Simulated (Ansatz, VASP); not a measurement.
## One calculation of Sc, two programs

```xyz
2
Lattice="0.0000 3.1386 3.1386 3.1386 0.0000 3.1386 3.1386 3.1386 0.0000" Properties=species:S:1:pos:R:3 pbc="T T T"
Sc   -0.7846   -0.7846   -0.7846
Sc    0.7846    0.7846    0.7846
```

Alike in both runs: task single point; functional LDA; k mesh 8 × 8 × 8; occupations fermi-dirac, width 0.05 eV; no spin polarisation.

```csv
,VASP,Ansatz
version,VASP 6.6.1,Ansatz 0.2.0
potentials or method,"VASP PAW LDA potentials, release 64 (Sc_sv), cutoff 520 eV","all-electron LAPW, scalar-relativistic"
```

|  | VASP | Ansatz | Ansatz less VASP |
| --- | --- | --- | --- |
| pressure (GPa) | -1.6 | -1.6 | -0.02 |

LDA's correlation is that of Perdew and Zunger in VASP and of Perdew and Wang (1992) in Ansatz. Ansatz ran all-electron here, and VASP with PAW potentials.
